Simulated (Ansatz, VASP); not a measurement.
**C: VASP beside Ansatz**

Contents of POSCAR:

```
C
1.0
    2.5174486404      0.0000000000      0.0000000000
    0.0000000000      2.5174486404      0.0000000000
    0.0000000000      0.0000000000     20.4503000000
C
6
Direct
    0.7500000000      0.0000000000      0.3949889452
    0.2500000000      0.0000000000      0.4329915974
    0.2500000000      0.5000000000      0.4790266321
    0.7500000000      0.5000000000      0.5209733675
    0.7500000000      0.0000000000      0.5670084030
    0.2500000000      0.0000000000      0.6050110549
```

File INCAR.step1:

```
SYSTEM = C
PREC     = Accurate       ! precision mode
ENCUT    = 520            ! plane-wave cutoff, eV
ISMEAR   = -1             ! smearing method
SIGMA    = 0.02           ! smearing width, eV
LREAL    = .False.        ! projectors in reciprocal space
LASPH    = .True.         ! aspherical terms in the spheres
NELM     = 60             ! most SCF steps
NBANDS   = 21             ! bands
GGA      = PE             ! functional
ALGO     = Normal         ! electronic algorithm
EDIFF    = 1E-4           ! SCF threshold, eV
LWAVE    = .True.         ! write WAVECAR
LCHARG   = .False.        ! write CHGCAR
```

The input INCAR.step2:

```
SYSTEM = C
PREC     = Accurate       ! precision mode
ENCUT    = 520            ! plane-wave cutoff, eV
EDIFF    = 1E-6           ! SCF threshold, eV
ISMEAR   = -1             ! smearing method
SIGMA    = 0.02           ! smearing width, eV
LREAL    = .False.        ! projectors in reciprocal space
LASPH    = .True.         ! aspherical terms in the spheres
NELM     = 60             ! most SCF steps
ALGO     = Normal         ! electronic algorithm
ISIF     = 2              ! what is computed and relaxed
LWAVE    = .False.        ! write WAVECAR
LCHARG   = .False.        ! write CHGCAR
METAGGA  = R2SCAN         ! meta-GGA
LMIXTAU  = .True.       
NBANDS   = 21             ! bands
ISTART   = 1
```

Contents of KPOINTS:

```
regular mesh
0
Gamma
  10 10 1
  0 0 0
```

Input for Ansatz:

```yaml
crystal:
  lattice:
    - [2.5174486404, 0.0, 0.0]
    - [0.0, 2.5174486404, 0.0]
    - [0.0, 0.0, 20.4503]
  atoms:
    - { symbol: C, position: [0.75, 0.0, 0.3949889452] }
    - { symbol: C, position: [0.25, 0.0, 0.4329915974] }
    - { symbol: C, position: [0.25, 0.5, 0.4790266321] }
    - { symbol: C, position: [0.75, 0.5, 0.5209733675] }
    - { symbol: C, position: [0.75, 0.0, 0.567008403] }
    - { symbol: C, position: [0.25, 0.0, 0.6050110549] }
kpoints:
  mp_grid: { grid: [10, 10, 1] }
scf:
  occupations: { method: fermi_dirac, width: 0.02 }
hamiltonian:
  xc: r2scan
  pseudopotentials: { kind: paw }
output:
  forces: true
  stress: true
  eigenvalues: true
  core_levels:
    shells: { C: ["1s"] }
    counted_from: conduction_bottom
    add_spin: false
```

Alike in both runs: task single point; functional r2SCAN; k mesh 10 × 10 × 1; occupations fermi-dirac, width 0.02 eV; no spin polarisation.

|  | VASP | Ansatz |
| --- | --- | --- |
| version | VASP 6.6.1 | Ansatz 0.2.0 |
| potentials or method | VASP PAW PBE potentials, release 64 (C) | PAW with Ansatz's default frozen-core files, scalar-relativistic |
| plane-wave cutoff (eV) | 520 | 500 |
| valence electrons in the cell | 24 | 24 |

Ansatz gave:

- rms of the force components (eV/Å): 0.001

Question: What did VASP give for the same quantities?

Answer: rms of the force components (eV/Å): 0.023.

VASP's potentials were made for PBE, not for r2SCAN. Atom by atom the forces differ by 0.022 eV/Å (rms over components).
